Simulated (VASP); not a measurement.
Here is a VASP 6.6.1 calculation.

INCAR

```
SYSTEM = Hf3SnSe8
ALGO     = Normal         ! electronic algorithm
EDIFF    = 1E-6           ! SCF threshold, eV
ENCUT    = 520            ! plane-wave cutoff, eV
GGA      = PE             ! functional
ISIF     = 2              ! what is computed and relaxed
ISMEAR   = 0              ! smearing method
LASPH    = .True.         ! aspherical terms in the spheres
LCHARG   = .False.        ! write CHGCAR
LREAL    = .False.        ! projectors in reciprocal space
LWAVE    = .False.        ! write WAVECAR
NBANDS   = 58             ! bands
NELM     = 80             ! most SCF steps
PREC     = Accurate       ! precision mode
SIGMA    = 0.1            ! smearing width, eV
```

KPOINTS

```
k-points
0
Gamma
  3 3 4
  0 0 0
```

POSCAR

```
Hf3SnSe8
1.0
    7.6201399000      0.0000000000      0.0000000000
   -3.8100700000      6.5992348000      0.0000000000
    0.0000000000      0.0000000000      7.1477939000
Hf Sn Se
3 1 8
Direct
    0.5000000000      0.0000000000      0.0000000000
    0.5000000000      0.5000000000      0.0000000000
    0.0000000000      0.5000000000      0.0000000000
    0.0000000000      0.0000000000      0.0000000000
    0.6666667000      0.3333333000      0.2192150000
    0.6590300000      0.8295150000      0.2221370000
    0.1704850000      0.3409700000      0.2221370000
    0.1704850000      0.8295150000      0.2221370000
    0.8295150000      0.1704850000      0.7778630000
    0.8295150000      0.6590300000      0.7778630000
    0.3409700000      0.1704850000      0.7778630000
    0.3333333000      0.6666667000      0.7807850000
```

Potentials or basis: VASP PAW PBE potentials, release 64 (Hf_pv, Sn_d, Se).

Run with:

```sh
$ cat potpaw_PBE.64/Hf_pv/POTCAR potpaw_PBE.64/Sn_d/POTCAR potpaw_PBE.64/Se/POTCAR > POTCAR
$ mpirun -np 1 vasp_std > vasp.out
```

(1) Predict the largest force.

(2) Estimate the band gap on the k mesh.

## Answers

(1) 0.065 eV/Å.

(2) zero (bands 46 and 47 overlap by 0.02 eV).

Caveat: spin-orbit coupling is left out, which moves the levels of the heavy elements.
